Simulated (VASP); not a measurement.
# ZnO (Pm-3m) in VASP: further runs, part 2 of 2

VASP 6.6.1.

## Step 4: Single point, PBE

Input file INCAR:

```
SYSTEM = ZnO
PREC     = Accurate       ! precision mode
ENCUT    = 520            ! plane-wave cutoff, eV
EDIFF    = 1E-6           ! SCF threshold, eV
ISMEAR   = -1             ! smearing method
SIGMA    = 0.02           ! smearing width, eV
LREAL    = .False.        ! projectors in reciprocal space
LASPH    = .True.         ! aspherical terms in the spheres
NELM     = 80             ! most SCF steps
ALGO     = Normal         ! electronic algorithm
ISIF     = 2              ! what is computed and relaxed
LWAVE    = .False.        ! write WAVECAR
LCHARG   = .True.         ! write CHGCAR
GGA      = PE             ! functional
LELF     = .True.         ! ELF
LVHAR    = .True.       
NBANDS   = 16             ! bands
```

Input file KPOINTS:

```
regular mesh
0
Gamma
  6 6 6
  0 0 0
```

Input file POSCAR:

```
ZnO
1.0
    2.6461709590      0.0000000000      0.0000000000
    0.0000000000      2.6461709590      0.0000000000
    0.0000000000      0.0000000000      2.6461709590
Zn O
1 1
Direct
    0.0000000000      0.0000000000      0.0000000000
    0.5000000000      0.5000000000      0.5000000000
```

Potentials or basis: VASP PAW PBE potentials, release 64 (Zn, O).

On the command line:

```bash
> cat potpaw_PBE.64/Zn/POTCAR potpaw_PBE.64/O/POTCAR > POTCAR
> mpirun -np 1 vasp_std > vasp.out
```

OUTCAR:

```text
SYSTEM = ZnO
   PREC = Accurate
   ENCUT = 520
   EDIFF = 1E-6
   ISMEAR = -1
   LREAL = .False.
   LASPH = .True.
   NELM = 80
   ISIF = 2
   GGA = PE

 ion  position               nearest neighbor table
   1  0.000  0.000  0.000-   2 2.29   2 2.29   2 2.29   2 2.29   2 2.29   2 2.29   2 2.29   2 2.29

   2  0.500  0.500  0.500-   1 2.29   1 2.29   1 2.29   1 2.29   1 2.29   1 2.29   1 2.29   1 2.29

  LATTYP: Found a simple cubic cell.
 ALAT       =     2.6461709590

  Lattice vectors:

 A1 = (   2.6461709590,   0.0000000000,   0.0000000000)
 A2 = (   0.0000000000,   2.6461709590,   0.0000000000)
 A3 = (   0.0000000000,   0.0000000000,   2.6461709590)

Analysis of symmetry for initial positions (statically):
=====================================================================
 Subroutine PRICEL returns:
 Original cell was already a primitive cell.

 Routine SETGRP: Setting up the symmetry group for a
 simple cubic supercell.

 Subroutine GETGRP returns: Found 48 space group operations
 (whereof 48 operations were pure point group operations)
 out of a pool of 48 trial point group operations.

The static configuration has the point symmetry O_h .

Analysis of symmetry for dynamics (positions and initial velocities):
=====================================================================
 Subroutine PRICEL returns:
 Original cell was already a primitive cell.

 Routine SETGRP: Setting up the symmetry group for a
 simple cubic supercell.

 Subroutine GETGRP returns: Found 48 space group operations
 (whereof 48 operations were pure point group operations)
 out of a pool of 48 trial point group operations.

The dynamic configuration has the point symmetry O_h .

 Subroutine INISYM returns: Found 48 space group operations
 (whereof 48 operations are pure point group operations),
 and found     1 'primitive' translations

[... 107 lines left out ...]
   IMIX   =      4    mixing-type and parameters
     AMIX     =   0.40;   BMIX     =  1.00
     AMIX_MAG =   1.60;   BMIX_MAG =  1.00
  volume/ion in A,a.u.               =       9.26        62.52
  Fermi-wavevector in a.u.,A,eV,Ry     =   1.621366  3.063938 35.767379  2.628828
  Thomas-Fermi vector in A             =   2.715154
   LORBIT       =      0    0 simple, 1 ext, 2 COOP (PROOUT), +10 PAW based schemes
   GGA     = PE    functional components
   LHFCALC =     F    Hartree Fock is set to
   AEXX    =    0.0000 exact exchange contribution
   IVDW    =     0    specifies the selected vdW correction
   LEPSILON=     F    determine dielectric tensor
   LRPA    =     F    only Hartree local field effects (RPA)
 non-spin polarized calculation
  energy-cutoff  :      520.00
  volume of cell :       18.53
 maximum number of plane-waves:       512
 NGX is ok and might be reduce to    20
   NGX =  9   NGY =  9   NGZ =  9

 number of electron      18.0000025 magnetization

 Free energy of the ion-electron system (eV)
  ---------------------------------------------------
  ext. energy  EPLUGINS =         0.00000000
  ---------------------------------------------------
  free energy    TOTEN  =        -7.45906767 eV

  energy without entropy =       -7.45844232  energy(sigma->0) =       -7.45875499

 E-fermi :   3.6206     XC(G=0): -12.7727

 val. band max:        3.5832815469   @ k =   0.5000   0.0000   0.0000
 cond. band min:       5.0647237625   @ k =   0.1667   0.0000   0.0000
 fundamental gap:      1.4814422157
 Fermi energy:         3.6206196560

 k-point     1 :       0.0000    0.0000    0.0000
  band No.  band energies     occupation
      1     -15.2721      2.00000
      2      -2.9732      2.00000
      3      -2.9732      2.00000
      4      -1.7737      2.00000
      5      -1.7737      2.00000
      6      -1.7737      2.00000
[... 357 lines left out ...]
      3      -3.7546      2.00000
      4      -3.7546      2.00000
      5      -1.4819      2.00000
      6      -1.4819      2.00000
[... 8 lines left out ...]
     15      24.9263      0.00000
     16      24.9263      0.00000

------------------------ aborting loop because EDIFF is reached ----------------------------------------

  FORCE on cell =-STRESS in cart. coord.  units (eV):
  Direction    XX          YY          ZZ          XY          YZ          ZX
  --------------------------------------------------------------------------------------
  -------------------------------------------------------------------------------------
  Total        1.0850365      1.0850365      1.0850365      0.0000000      0.0000000     -0.0000000
  in kB       93.8212566     93.8212566     93.8212566      0.0000000      0.0000000     -0.0000000
  external PRESSURE =      93.8212566 kB  Pullay stress =       0.0000000 kB

 VOLUME and BASIS-vectors are now :
 -----------------------------------------------------------------------------
  energy-cutoff  :      520.00
  volume of cell :       18.53
      direct lattice vectors                 reciprocal lattice vectors
     2.646170959  0.000000000  0.000000000     0.377904533  0.000000000  0.000000000
     0.000000000  2.646170959  0.000000000     0.000000000  0.377904533  0.000000000
     0.000000000  0.000000000  2.646170959     0.000000000  0.000000000  0.377904533

 POSITION                                       TOTAL-FORCE (eV/Angst)
 -----------------------------------------------------------------------------------
      0.00000      0.00000      0.00000         0.000000      0.000000      0.000000
      1.32309      1.32309      1.32309         0.000000      0.000000      0.000000
 -----------------------------------------------------------------------------------
    total drift:                               -0.000000      0.000000      0.000000

  FREE ENERGIE OF THE ION-ELECTRON SYSTEM (eV)
  ---------------------------------------------------
  free  energy   TOTEN  =        -7.4590676683 eV

  energy  without entropy=       -7.4584423162  energy(sigma->0) =       -7.45875499
```

OSZICAR:

```text
N       E                     dE             d eps       ncg     rms          rms(c)
DAV:   1     0.827521746613E+02    0.82752E+02   -0.96349E+03   696   0.171E+03
DAV:   2    -0.519499604415E+01   -0.87947E+02   -0.77911E+02   696   0.287E+02
DAV:   3    -0.920899427763E+01   -0.40140E+01   -0.39968E+01   720   0.599E+01
DAV:   4    -0.922584993628E+01   -0.16856E-01   -0.16855E-01   720   0.380E+00
DAV:   5    -0.922589613521E+01   -0.46199E-04   -0.46199E-04   768   0.196E-01    0.868E+00
DAV:   6    -0.751208950534E+01    0.17138E+01   -0.29568E+00   840   0.621E+01    0.615E+00
DAV:   7    -0.748922618263E+01    0.22863E-01   -0.58447E-01   656   0.118E+01    0.320E+00
DAV:   8    -0.746188002793E+01    0.27346E-01   -0.75989E-02   656   0.250E+00    0.647E-01
DAV:   9    -0.745902787980E+01    0.28521E-02   -0.34618E-03   864   0.117E+00    0.959E-02
DAV:  10    -0.745905522947E+01   -0.27350E-04   -0.72136E-04   680   0.230E-01    0.532E-02
DAV:  11    -0.745906885009E+01   -0.13621E-04   -0.23270E-05   696   0.489E-02    0.610E-03
DAV:  12    -0.745906778027E+01    0.10698E-05   -0.13048E-06   568   0.149E-02    0.174E-03
DAV:  13    -0.745906766831E+01    0.11196E-06   -0.25551E-07   392   0.542E-03
   1 F= -.74590677E+01 E0= -.74587550E+01  d E =-.625352E-03
```

stdout:

```text
POSCAR found type information on POSCAR ZnO
 POSCAR found :  2 types and       2 ions
 scaLAPACK will be used
 LDA part: xc-table for (Slater+PW92), standard interpolation
 POSCAR, INCAR and KPOINTS ok, starting setup
 FFT: planning ... GRIDC
 FFT: planning ... GRID_SOFT
 FFT: planning ... GRID
 WAVECAR not read
 entering main loop
```

Wall time 6.6 s (1 thread of AMD EPYC 7R43 (Zen 3), shared host); peak memory 0.09 GiB.

What came out:

| Item | Value |
| --- | --- |
| Free energy | -7.4591 eV |
| Pressure | 9.4 GPa |
| Band gap on the k mesh | zero (band 9 reaches 3.58 eV, above the bottom of band 10 at 2.98 eV) |

Caveat: the k points lie up to 0.40 Å⁻¹ apart.

## Step 5: Single point, PBE

Input file INCAR:

```
PREC = Accurate
ENCUT = 520
EDIFF = 1E-7
ISMEAR = -1
SIGMA = 0.02
LREAL = F
LASPH = T
NELM = 100
ALGO = Normal
ISIF = 2
LWAVE = F
LCHARG = T
GGA = PE
LELF = T
LVHAR = T
NBANDS = 16
ISYM = 0
```

Input file KPOINTS:

```
Automatic mesh
0
Gamma
  8 8 1
```

POSCAR is that of step 4.

On the command line:

```bash
> cat potpaw_PBE.64/Zn/POTCAR potpaw_PBE.64/O/POTCAR > POTCAR
> mpirun -np 1 vasp_std > vasp.out
```

It took 9.2 s on 1 thread of AMD EPYC 7R43 (Zen 3), shared host; peak memory 0.09 GiB.

The run converged, but its numbers aren't listed here, since they failed a check.

Caveat: the k points lie up to 2.37 Å⁻¹ apart.

## Step 6: Single point, HSE06

POSCAR is that of step 5.

Input file INCAR.step1:

```
PREC     = Accurate       # precision mode
ENCUT    = 520            # plane-wave cutoff, eV
EDIFF    = 1E-5           # SCF threshold, eV
ISMEAR   = -1             # smearing method
SIGMA    = 0.02           # smearing width, eV
LREAL    = False          # projectors in reciprocal space
LASPH    = True           # aspherical terms in the spheres
NELM     = 80             # most SCF steps
ALGO     = Normal         # electronic algorithm
ISIF     = 2              # what is computed and relaxed
LWAVE    = True           # write WAVECAR
LCHARG   = False          # write CHGCAR
NBANDS   = 16             # bands
GGA      = PE             # functional
```

Input file INCAR.step2:

```
PREC     = Accurate       # precision mode
ENCUT    = 520            # plane-wave cutoff, eV
EDIFF    = 1E-6           # SCF threshold, eV
ISMEAR   = -1             # smearing method
SIGMA    = 0.02           # smearing width, eV
LREAL    = False          # projectors in reciprocal space
LASPH    = True           # aspherical terms in the spheres
NELM     = 80             # most SCF steps
ALGO     = Normal         # electronic algorithm
ISIF     = 2              # what is computed and relaxed
LWAVE    = False          # write WAVECAR
LCHARG   = False          # write CHGCAR
GGA      = PE             # functional
LHFCALC  = True           # exact exchange
HFSCREEN = 0.2079         # screening, 1/A
PRECFOCK = Normal       
NBANDS   = 16             # bands
ISTART   = 1
```

Input file KPOINTS:

```
Automatic mesh
0
Gamma
  4 4 4
```

Potentials or basis: VASP PAW PBE potentials, release 64 (Zn, O).

On the command line:

```bash
> cat potpaw_PBE.64/Zn/POTCAR potpaw_PBE.64/O/POTCAR > POTCAR
> cp INCAR.step1 INCAR
> mpirun -np 1 vasp_std > vasp.out
> cp INCAR.step2 INCAR
> mpirun -np 1 vasp_std > vasp.out
```

OUTCAR:

```text
PREC = Accurate
   ENCUT = 520
   EDIFF = 1E-6
   ISMEAR = -1
   LREAL = False
   LASPH = True
   NELM = 80
   ISIF = 2
   GGA = PE
   LHFCALC = True
   HFSCREEN = 0.2079
   PRECFOCK = Normal
   ISTART = 1

 ion  position               nearest neighbor table
   1  0.000  0.000  0.000-   2 2.29   2 2.29   2 2.29   2 2.29   2 2.29   2 2.29   2 2.29   2 2.29

   2  0.500  0.500  0.500-   1 2.29   1 2.29   1 2.29   1 2.29   1 2.29   1 2.29   1 2.29   1 2.29

  LATTYP: Found a simple cubic cell.
 ALAT       =     2.6461709590

  Lattice vectors:

 A1 = (   2.6461709590,   0.0000000000,   0.0000000000)
 A2 = (   0.0000000000,   2.6461709590,   0.0000000000)
 A3 = (   0.0000000000,   0.0000000000,   2.6461709590)

Analysis of symmetry for initial positions (statically):
=====================================================================
 Subroutine PRICEL returns:
 Original cell was already a primitive cell.

 Routine SETGRP: Setting up the symmetry group for a
[... 157 lines left out ...]
  free energy    TOTEN  =        -9.73708108 eV

  energy without entropy =       -9.73708108  energy(sigma->0) =       -9.73708108

 E-fermi :   3.0156     XC(G=0): -10.3782

 val. band max:        2.5767926201   @ k =   0.5000   0.0000   0.0000
 cond. band min:       3.4270611146   @ k =   0.0000   0.0000   0.0000
 fundamental gap:      0.8502684944
 Fermi energy:         3.0155992656

 k-point     1 :       0.0000    0.0000    0.0000
  band No.  band energies     occupation
      1     -17.9273      2.00000
      2      -5.4290      2.00000
      3      -5.4290      2.00000
      4      -4.3201      2.00000
      5      -4.3201      2.00000
      6      -4.3201      2.00000
[... 167 lines left out ...]
      3      -6.1125      2.00000
      4      -6.1125      2.00000
      5      -3.9165      2.00000
      6      -3.9165      2.00000
[... 8 lines left out ...]
     15      26.3620      0.00000
     16      26.3620      0.00000

------------------------ aborting loop because EDIFF is reached ----------------------------------------

  FORCE on cell =-STRESS in cart. coord.  units (eV):
  Direction    XX          YY          ZZ          XY          YZ          ZX
  --------------------------------------------------------------------------------------
  -------------------------------------------------------------------------------------
  Total        0.1213313      0.1213313      0.1213313      0.0000000      0.0000000     -0.0000000
  in kB       10.4913097     10.4913097     10.4913097      0.0000000      0.0000000     -0.0000000
  external PRESSURE =      10.4913097 kB  Pullay stress =       0.0000000 kB

 VOLUME and BASIS-vectors are now :
 -----------------------------------------------------------------------------
  energy-cutoff  :      520.00
  volume of cell :       18.53
      direct lattice vectors                 reciprocal lattice vectors
     2.646170959  0.000000000  0.000000000     0.377904533  0.000000000  0.000000000
     0.000000000  2.646170959  0.000000000     0.000000000  0.377904533  0.000000000
     0.000000000  0.000000000  2.646170959     0.000000000  0.000000000  0.377904533

 POSITION                                       TOTAL-FORCE (eV/Angst)
 -----------------------------------------------------------------------------------
      0.00000      0.00000      0.00000         0.000000      0.000000      0.000000
      1.32309      1.32309      1.32309         0.000000      0.000000      0.000000
 -----------------------------------------------------------------------------------
    total drift:                               -0.000004      0.000004     -0.000011

  FREE ENERGIE OF THE ION-ELECTRON SYSTEM (eV)
  ---------------------------------------------------
  free  energy   TOTEN  =        -9.7370810790 eV

  energy  without entropy=       -9.7370810789  energy(sigma->0) =       -9.73708108
```

OUTCAR.step1:

```text
PREC = Accurate
   ENCUT = 520
   EDIFF = 1E-5
   ISMEAR = -1
   LREAL = False
[... 396 lines left out ...]
      0.00000      0.00000      0.00000         0.000000      0.000000      0.000000
      1.32309      1.32309      1.32309         0.000000      0.000000      0.000000
 -----------------------------------------------------------------------------------
    total drift:                               -0.000000      0.000000      0.000000

  FREE ENERGIE OF THE ION-ELECTRON SYSTEM (eV)
  ---------------------------------------------------
  free  energy   TOTEN  =        -7.3972792820 eV

  energy  without entropy=       -7.3954996642  energy(sigma->0) =       -7.39638947
```

Run time: 4.4 min. Hardware: 1 thread of AMD EPYC 7R43 (Zen 3), shared host; peak memory 0.19 GiB.

Results:

```yaml
Free_energy: -9.7371 eV
Pressure: 1.0 GPa
Band_gap_on_the_k_mesh: 0.85 eV, indirect (least direct gap 2.17 eV)
```

Levels at points of the mesh, in eV from the valence-band top:
```csv
k point,band 6,band 7,band 8,band 9,band 10,band 11,band 12,band 13
"(0.00, 0.00, 0.00)",-6.90,-1.32,-1.32,-1.32,0.85,16.02,16.02,20.44
"(0.50, 0.00, 0.00)",-6.86,-5.56,0.00,0.00,6.92,8.97,18.09,18.09
"(0.50, 0.50, 0.00)",-6.52,-5.47,-5.47,-0.13,4.36,12.57,12.57,17.95
"(0.50, 0.50, 0.50)",-6.49,-1.77,-1.77,-1.77,7.12,7.12,7.12,12.26
```

Caveat: the k points lie up to 0.59 Å⁻¹ apart; the PAW data sets were made with another functional, which shifts forces and pressure a little.

## Step 7: Overview

```csv
level,k mesh,grid for exact exchange (PRECFOCK),screening parameter,gap on the mesh (eV),pressure (GPa)
PBE,3 × 3 × 3,-,-,none,12.5
PBE,6 × 6 × 6,-,-,none,9.4
HSE06,4 × 4 × 4,Normal,0.2079 1/Å,0.85,1.0
```

Alike in all rows: task single point; potentials or basis VASP PAW PBE potentials, release 64 (Zn, O); no spin polarisation; cell as given; cutoff (eV) 520; smearing fermi-dirac 0.02 eV.

Caveats: all runs use coarse meshes; the PAW data sets were made with another functional, which shifts forces and pressure a little (some runs).

Absolute energies hang on the potentials; compare differences alone.
